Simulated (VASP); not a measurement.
Crystal: V2O.

```
CELL_PARAMETERS angstrom
4.03049 0.00000 0.00000
0.00000 4.91918 0.00000
0.00000 0.00000 3.07088
ATOMIC_POSITIONS crystal
V 0.20040 0.37870 0.00000
V 0.79960 0.62130 0.00000
V 0.70040 0.12130 0.50000
V 0.29960 0.87870 0.50000
O 0.00000 0.00000 0.00000
O 0.50000 0.50000 0.50000
```

```yaml
Program: VASP 6.6.1
Task: relaxation of cell and atoms
Functional: PBE
Potentials_or_basis: VASP PAW PBE potentials, release 64 (V_sv, O)
Cutoff: 600 eV
k_mesh: 4 × 4 × 6
Occupations: gaussian, width 0.1 eV
Spin: no spin polarisation
```

At the start: pressure 18.0 GPa; volume 10.15 Å³/atom.

Where does the relaxation end?

Over 14 steps the energy falls by 401.5 meV/atom and the volume is 10.61 Å³/atom (+4.6 %); space group Pnnm (No. 58, to 0.1 Å) before and after.

Step by step:
```tsv
step	energy change (eV)	largest force (eV/Å)	pressure (GPa)	volume (Å³)
1	0.0000	2.7040	18.01	60.89
2	-1.2677	0.6175	-18.83	71.20
3	-1.3569	0.7784	-13.31	68.86
4	-1.9442	1.0900	2.90	63.31
5	-1.9492	1.2094	5.48	62.69
6	-2.2666	0.5621	3.02	63.01
7	-2.3016	0.2626	2.79	63.10
8	-2.3704	0.1038	-4.33	64.93
9	-2.3704	0.1071	-4.18	64.89
10	-2.4002	0.0551	0.54	63.49
11	-2.4059	0.0583	-0.81	63.87
12	-2.4079	0.0529	0.66	63.49
13	-2.4082	0.0506	0.24	63.59
14	-2.4088	0.0352	0.00	63.67
```

Final structure:
```yaml
crystal:
  lattice:
    - [4.76247, 0.00000, 0.00000]
    - [0.00000, 5.11495, 0.00000]
    - [0.00000, 0.00000, 2.61377]
  atoms:
    - { symbol: V, position: [0.22352, 0.32578, 0.00000] }
    - { symbol: V, position: [0.77648, 0.67422, 0.00000] }
    - { symbol: V, position: [0.72352, 0.17422, 0.50000] }
    - { symbol: V, position: [0.27648, 0.82578, 0.50000] }
    - { symbol: O, position: [0.00000, 0.00000, 0.00000] }
    - { symbol: O, position: [0.50000, 0.50000, 0.50000] }
```

Caveat: the k points lie up to 0.40 Å⁻¹ apart in the final cell, too coarse for converged energies and pressures of a metal; a cell axis changed by over 15 % at a fixed basis, so the end point is rough; the run has no spin polarisation, though such a crystal can be magnetic.
